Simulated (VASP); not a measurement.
# CuO (Cc) in VASP: notebook

The runs below take CuO through single point, with PBE.

All numbers are computed with VASP 6.6.1; they aren't measurements. Logs are shortened: lines on timing, memory, paths and dates and some standing lists are left out, and cuts for length are marked.

### 1 The cell of the first run

The structure is monoclinic, space group Cc (No. 9). Conventional cell: a = 4.626 Å, b = 3.380 Å, c = 5.063 Å, α = 90.00°, β = 99.65°, γ = 90.00°. Within 2.5 Å of Cu (site symmetry 1) lie 4 O at 1.88 to 1.99 Å. Within 2.5 Å of O (site symmetry 1) lie 4 Cu at 1.88 to 1.99 Å.

### 2 Single point, PBE

The input, INCAR:

```
PREC = Accurate
ENCUT = 520
EDIFF = 1E-6
ISMEAR = -1
SIGMA = 0.05
LREAL = F
LASPH = T
NELM = 60
ALGO = Normal
ISIF = 2
LWAVE = F
LCHARG = F
GGA = PE
NBANDS = 25
```

The input, KPOINTS:

```
regular mesh
0
Gamma
  10 10 5
```

The input, POSCAR:

```
CuO
1.0
    2.3129614193     -1.6902429297      0.0000000000
    2.3129614193      1.6902429297      0.0000000000
   -0.8489194314      0.0000000000      4.9910602940
Cu O
2 2
Direct
    0.0032000000      0.4968000000      0.0000000000
    0.4968000000      0.0032000000      0.5000000000
    0.5714000000      0.4056000000      0.2537000000
    0.4056000000      0.5714000000      0.7537000000
```

Potentials or basis: VASP PAW PBE potentials, release 64 (Cu, O).

Run with:

```sh
cat potpaw_PBE.64/Cu/POTCAR potpaw_PBE.64/O/POTCAR > POTCAR
mpirun -np 1 vasp_std > vasp.out
```

OUTCAR:

```text
PREC = Accurate
   ENCUT = 520
   EDIFF = 1E-6
   ISMEAR = -1
   LREAL = F
   LASPH = T
   NELM = 60
   ISIF = 2
   GGA = PE

 ion  position               nearest neighbor table
   1  0.003  0.497  0.000-   4 1.88   3 1.91   4 1.95   3 1.99
   2  0.497  0.003  0.500-   3 1.88   4 1.91   3 1.95   4 1.99
   3  0.571  0.406  0.254-   2 1.88   1 1.91   2 1.95   1 1.99
   4  0.406  0.571  0.754-   1 1.88   2 1.91   1 1.95   2 1.99

  LATTYP: Found a base centered monoclinic cell.
 ALAT       =     4.6259228386
 B/A-ratio  =     0.7307700490
 C/A-ratio  =     1.0944283419
 COS(beta)  =    -0.1676798045

  Lattice vectors:

 A1 = (   2.3129614193,  -1.6902429297,   0.0000000000)
 A2 = (   2.3129614193,   1.6902429297,   0.0000000000)
 A3 = (  -0.8489194314,   0.0000000000,   4.9910602940)

Analysis of symmetry for initial positions (statically):
=====================================================================
 Subroutine PRICEL returns:
 Original cell was already a primitive cell.

 Routine SETGRP: Setting up the symmetry group for a
 base centered monoclinic supercell.

 Subroutine GETGRP returns: Found  2 space group operations
 (whereof  1 operations were pure point group operations)
 out of a pool of  4 trial point group operations.

The static configuration has the point symmetry C_1 .
 The point group associated with its full space group is C_1h.

Analysis of symmetry for dynamics (positions and initial velocities):
=====================================================================
 Subroutine PRICEL returns:
 Original cell was already a primitive cell.

 Routine SETGRP: Setting up the symmetry group for a
 base centered monoclinic supercell.

 Subroutine GETGRP returns: Found  2 space group operations
 (whereof  1 operations were pure point group operations)
 out of a pool of  4 trial point group operations.

The dynamic configuration has the point symmetry C_1 .
 The point group associated with its full space group is C_1h.

 Subroutine INISYM returns: Found  2 space group operations
 (whereof  1 operations are pure point group operations),
 and found     1 'primitive' translations

----------------------------------------------------------------------------------------

                                     Primitive cell

  volume of cell :      39.0248

  direct lattice vectors                    reciprocal lattice vectors
     2.312961419 -1.690242930  0.000000000     0.216173083 -0.295815466  0.036768446
     2.312961419  1.690242930  0.000000000     0.216173083  0.295815466  0.036768446
    -0.848919431  0.000000000  4.991060294     0.000000000  0.000000000  0.200358229

  length of vectors
     2.864735885  2.864735885  5.062741062     0.368224809  0.368224809  0.200358229

  position of ions in fractional coordinates (direct lattice)
     0.003200000  0.496800000  0.000000000
     0.496800000  0.003200000  0.500000000
     0.571400000  0.405600000  0.253700000
     0.405600000  0.571400000  0.753700000

  ion indices of the primitive-cell ions
   primitive index   ion index
                 1           1
                 2           2
                 3           3
                 4           4

----------------------------------------------------------------------------------------

 KPOINTS: regular mesh

Automatic generation of k-mesh.
 Grid dimensions read from file:
 generate k-points for:   10   10    5

 Generating k-lattice:

  Cartesian coordinates                     Fractional coordinates (reciprocal lattice)
     0.021617308 -0.029581547  0.003676845     0.100000000 -0.000000000  0.000000000
     0.021617308  0.029581547  0.003676845    -0.000000000  0.100000000  0.000000000
     0.000000000  0.000000000  0.040071646     0.000000000  0.000000000  0.200000000

  Length of vectors
     0.036822481  0.036822481  0.040071646

  Shift w.r.t. Gamma in fractional coordinates (k-lattice)
     0.000000000  0.000000000  0.000000000

 Subroutine IBZKPT returns following result:
 ===========================================

 Found    141 irreducible k-points:

 Following reciprocal coordinates:
            Coordinates               Weight
  0.000000  0.000000  0.000000      1.000000
  0.100000  0.000000  0.000000      4.000000
  0.200000  0.000000  0.000000      4.000000
  0.300000  0.000000  0.000000      4.000000
  0.400000  0.000000  0.000000      4.000000
  0.500000  0.000000  0.000000      2.000000
[... 16 lines left out ...]
  0.300000  0.300000  0.000000      2.000000
  0.400000  0.300000  0.000000      4.000000
 [... further k-points ...]
   k-points           NKPTS =    141   k-points in BZ     NKDIM =    141   number of bands    NBANDS=     25
   number of dos      NEDOS =    301   number of ions     NIONS =      4
   total plane-waves  NPLWV =  23040
   dimension x,y,z NGX =    24 NGY =   24 NGZ =   40
   dimension x,y,z NGXF=    48 NGYF=   48 NGZF=   80
   ions per type =               2   2
   NGX,Y,Z   is equivalent  to a cutoff of  13.93, 13.93, 13.13 a.u.
   NGXF,Y,Z  is equivalent  to a cutoff of  27.86, 27.86, 26.27 a.u.
 SYSTEM =  unknown system
   PREC   = accura    normal or accurate (medium, high low for compatibility)
   ISTART =      0    job   : 0-new  1-cont  2-samecut
   ICHARG =      2    charge: 1-file 2-atom 10-const
   ISPIN  =      1    spin polarized calculation?
   LNONCOLLINEAR =      F non collinear calculations
   LSORBIT =      F    spin-orbit coupling
   LASPH  =      T    aspherical Exc in radial PAW
   ENCUT  =  520.0 eV  38.22 Ry    6.18 a.u.   5.33  5.33  9.41*2*pi/ulx,y,z
   NELM   =     60;   NELMIN=  2; NELMDL= -5     # of ELM steps
   EDIFF  = 0.1E-05   stopping-criterion for ELM
   LREAL  =      F    real-space projection
   EDIFFG = 0.1E-04   stopping-criterion for IOM
   NSW    =      0    number of steps for IOM
   IBRION =     -1    ionic relax: 0-MD 1-quasi-New 2-CG
   NFREE  =      0    steps in history (QN), initial steepest desc. (CG)
   ISIF   =      2    stress and relaxation
   ISYM   =      2    0-nonsym 1-usesym 2-fastsym
   POTIM  = 0.5000    time-step for ionic-motion
   TEBEG  =    0.0;   TEEND  =   0.0 temperature during run
   PSTRESS=    0.0 pullay stress
   NELECT =      34.0000    total number of electrons
   NUPDOWN=      -1.0000    fix difference up-down
   EMIN   =  10.00;   EMAX   =-10.00  energy-range for DOS
   EFERMI =   0.00;   METHOD = LEGACY
   ISMEAR =    -1;   SIGMA  =   0.05  broadening in eV -4-tet -1-fermi 0-gaus
   EFERMI_NEDOS =   21; number of points for ismear=-14 and -15
   IALGO  =     38    algorithm
   IMIX   =      4    mixing-type and parameters
     AMIX     =   0.40;   BMIX     =  1.00
     AMIX_MAG =   1.60;   BMIX_MAG =  1.00
  volume/ion in A,a.u.               =       9.76        65.84
  Fermi-wavevector in a.u.,A,eV,Ry     =   1.563583  2.954744 33.263425  2.444793
  Thomas-Fermi vector in A             =   2.666333
   LORBIT       =      0    0 simple, 1 ext, 2 COOP (PROOUT), +10 PAW based schemes
   GGA     = PE    functional components
   LHFCALC =     F    Hartree Fock is set to
   AEXX    =    0.0000 exact exchange contribution
   IVDW    =     0    specifies the selected vdW correction
   LEPSILON=     F    determine dielectric tensor
   LRPA    =     F    only Hartree local field effects (RPA)
 non-spin polarized calculation
  energy-cutoff  :      520.00
  volume of cell :       39.02
 maximum number of plane-waves:      1071
 NGX is ok and might be reduce to    24
   NGX = 11   NGY = 11   NGZ = 19

 number of electron      34.0000007 magnetization

 Free energy of the ion-electron system (eV)
  ---------------------------------------------------
  ext. energy  EPLUGINS =         0.00000000
  ---------------------------------------------------
  free energy    TOTEN  =       -19.38004144 eV

  energy without entropy =      -19.36145630  energy(sigma->0) =      -19.37074887

 E-fermi :   6.2489     XC(G=0): -12.1339

 val. band max:        6.2348459949   @ k =   0.5000   0.1000   0.2000
 cond. band min:       6.2574553450   @ k =   0.4000   0.2000   0.4000
 fundamental gap:      0.0226093501
 Fermi energy:         6.2488594815

 k-point     1 :       0.0000    0.0000    0.0000
  band No.  band energies     occupation
      1     -14.0543      2.00000
      2     -12.6247      2.00000
      3      -2.2885      2.00000
      4       0.4054      2.00000
      5       0.7755      2.00000
      6       2.6564      2.00000
[... 17 lines left out ...]
     24      22.8037      0.00000
     25      23.2142      0.00000

 k-point     2 :       0.1000    0.0000    0.0000
  band No.  band energies     occupation
      1     -13.9815      2.00000
      2     -12.6022      2.00000
      3      -2.1745      2.00000
      4       0.3860      2.00000
      5       0.7473      2.00000
      6       1.8941      2.00000
[... 17 lines left out ...]
     24      22.4001      0.00000
     25      23.4928      0.00000

 k-point     3 :       0.2000    0.0000    0.0000
  band No.  band energies     occupation
      1     -13.7837      2.00000
      2     -12.5425      2.00000
      3      -1.8692      2.00000
      4       0.3116      2.00000
      5       0.6153      2.00000
      6       0.8657      2.00000
[... 17 lines left out ...]
     24      21.5282      0.00000
     25      23.0368      0.00000

 k-point     4 :       0.3000    0.0000    0.0000
  band No.  band energies     occupation
      1     -13.5223      2.00000
      2     -12.4673      2.00000
      3      -1.4839      2.00000
      4      -0.3356      2.00000
      5       0.2293      2.00000
      6       0.7541      2.00000
[... 17 lines left out ...]
     24      20.4072      0.00000
     25      22.6251      0.00000
[... 477 lines left out ...]
 k-point    22 :      -0.2000    0.2000    0.0000
  band No.  band energies     occupation
      1     -13.4621      2.00000
      2     -12.4392      2.00000
      3      -1.3828      2.00000
      4       0.1249      2.00000
      5       0.2191      2.00000
      6       0.5328      2.00000
[... 17 lines left out ...]
     24      20.2935      0.00000
     25      20.6366      0.00000

 k-point    23 :       0.3000    0.3000    0.0000
  band No.  band energies     occupation
      1     -13.1986      2.00000
      2     -12.4189      2.00000
      3      -0.8977      2.00000
      4      -0.3976      2.00000
      5       0.6300      2.00000
      6       0.6503      2.00000
[... 17 lines left out ...]
     24      21.1182      0.00000
     25      21.3930      0.00000

 k-point    24 :       0.4000    0.3000    0.0000
  band No.  band energies     occupation
      1     -12.9942      2.00000
      2     -12.3700      2.00000
      3      -0.9126      2.00000
      4      -0.5977      2.00000
      5       0.3940      2.00000
      6       0.6026      2.00000
[... 17 lines left out ...]
     24      19.8989      0.00000
     25      20.9200      0.00000

 [... further k-points ...]

------------------------ aborting loop because EDIFF is reached ----------------------------------------

  FORCE on cell =-STRESS in cart. coord.  units (eV):
  Direction    XX          YY          ZZ          XY          YZ          ZX
  --------------------------------------------------------------------------------------
  -------------------------------------------------------------------------------------
  Total        3.7120767      3.3185112      3.8692832      0.0000000      0.0000000     -0.7450769
  in kB      152.4007810    136.2427941    158.8549567      0.0000000      0.0000000    -30.5894273
  external PRESSURE =     149.1661773 kB  Pullay stress =       0.0000000 kB

 VOLUME and BASIS-vectors are now :
 -----------------------------------------------------------------------------
  energy-cutoff  :      520.00
  volume of cell :       39.02
      direct lattice vectors                 reciprocal lattice vectors
     2.312961419 -1.690242930  0.000000000     0.216173083 -0.295815466  0.036768446
     2.312961419  1.690242930  0.000000000     0.216173083  0.295815466  0.036768446
    -0.848919431  0.000000000  4.991060294     0.000000000  0.000000000  0.200358229

 POSITION                                       TOTAL-FORCE (eV/Angst)
 -----------------------------------------------------------------------------------
      1.15648      0.83430      0.00000        -0.753497      0.437195      0.300199
      0.73202     -0.83430      2.49553        -0.753497     -0.437195      0.300199
      2.04439     -0.28024      1.26623         0.753497      0.130417     -0.300199
      1.61993      0.28024      3.76176         0.753497     -0.130417     -0.300199
 -----------------------------------------------------------------------------------
    total drift:                                0.000064      0.000000      0.000292

  FREE ENERGIE OF THE ION-ELECTRON SYSTEM (eV)
  ---------------------------------------------------
  free  energy   TOTEN  =       -19.3800414399 eV

  energy  without entropy=      -19.3614562981  energy(sigma->0) =      -19.37074887
```

Run time: 64 s. Hardware: 1 thread of Intel Xeon Platinum 8488C (Sapphire Rapids), shared host; peak memory 0.24 GiB.

Results:

```
Free energy            : -19.3800 eV
Pressure               : 14.9 GPa
Largest force          : 0.921 eV/Å
Band gap on the k mesh : zero (band 17 reaches 6.52 eV, above the bottom of band 18 at 5.92 eV)
```

Forces on the atoms (eV/Å):
```
Cu  -0.753  0.437  0.300
Cu  -0.753 -0.437  0.300
O    0.753  0.130 -0.300
O    0.753 -0.130 -0.300
```

Levels at points of the mesh, in eV from the Fermi level:
```tsv
k point	band 13	band 14	band 15	band 16	band 17	band 18	band 19	band 20	band 21	band 22
(0.00, 0.00, 0.00)	-2.46	-2.35	-2.26	-1.74	0.22	0.95	1.86	6.10	8.40	13.54
(0.50, 0.00, 0.00)	-2.17	-1.69	-1.58	-1.48	-0.03	0.29	4.90	6.49	7.14	11.33
(0.50, 0.50, 0.00)	-2.26	-2.24	-1.71	-1.29	-0.69	1.11	3.27	7.22	8.64	10.33
```

Caveat: semilocal functionals often make such compounds metallic where correlation or magnetic order opens a gap, which also shifts bond lengths.

### 3 Single point, PBE

This run uses another cell than the first one, of 10.57 Å³/atom, 1.083 times its volume.

The input, INCAR:

```
SYSTEM = CuO
  ALGO = Normal
  EDIFF = 1E-7
  ENCUT = 520
  GGA = PE
  ISIF = 2
  ISMEAR = -1
  LASPH = .TRUE.
  LCHARG = .FALSE.
  LREAL = .FALSE.
  LWAVE = .FALSE.
  NBANDS = 25
  NELM = 80
  PREC = Accurate
  SIGMA = 0.05
```

The input, KPOINTS:

```
k-points
0
G
  10 10 5
  0 0 0
```

The input, POSCAR:

```
CuO
1.0
    2.3755039530     -1.7359471401      0.0000000000
    2.3755039530      1.7359471401      0.0000000000
   -0.8718742338      0.0000000000      5.1260186872
Cu O
2 2
Direct
    0.0032000000      0.4968000000      0.0000000000
    0.4968000000      0.0032000000      0.5000000000
    0.5714000000      0.4056000000      0.2537000000
    0.4056000000      0.5714000000      0.7537000000
```

Potentials or basis: VASP PAW PBE potentials, release 64 (Cu, O).

Run with:

```sh
cat potpaw_PBE.64/Cu/POTCAR potpaw_PBE.64/O/POTCAR > POTCAR
mpirun -np 1 vasp_std > vasp.out
```

It took 71 s on 1 thread of Intel Xeon Platinum 8488C (Sapphire Rapids), shared host; peak memory 0.25 GiB.

The run converged. Its results:

```yaml
Free_energy: -19.5197 eV
Pressure: -0.5 GPa
Largest_force: 0.712 eV/Å
Band_gap_on_the_k_mesh: zero (band 17 reaches 5.43 eV, above the bottom of band 18 at 4.83 eV)
```

Forces on the atoms (eV/Å):
```
Cu  -0.564  0.298  0.215
Cu  -0.564 -0.298  0.215
O    0.564  0.378 -0.215
O    0.564 -0.378 -0.215
```

Stress tensor (GPa, compression positive):
```
-0.84  0.00 -0.83
 0.00  1.63  0.00
-0.83  0.00 -2.15
```

Levels at points of the mesh, in eV from the Fermi level:
```
           k point  band 15  band 16  band 17  band 18  band 19  band 20
(0.00, 0.00, 0.00)    -2.02    -1.57     0.22     0.88     1.58     6.02
(0.50, 0.00, 0.00)    -1.40    -1.32    -0.03     0.29     4.93     6.16
(0.50, 0.50, 0.00)    -1.64    -1.16    -0.62     1.02     3.50     6.91
```

Caveat: semilocal functionals often make such compounds metallic where correlation or magnetic order opens a gap, which also shifts bond lengths. With open d or f shells a metallic result of PBE can be an artefact of self-interaction; +U or a hybrid may open a gap.
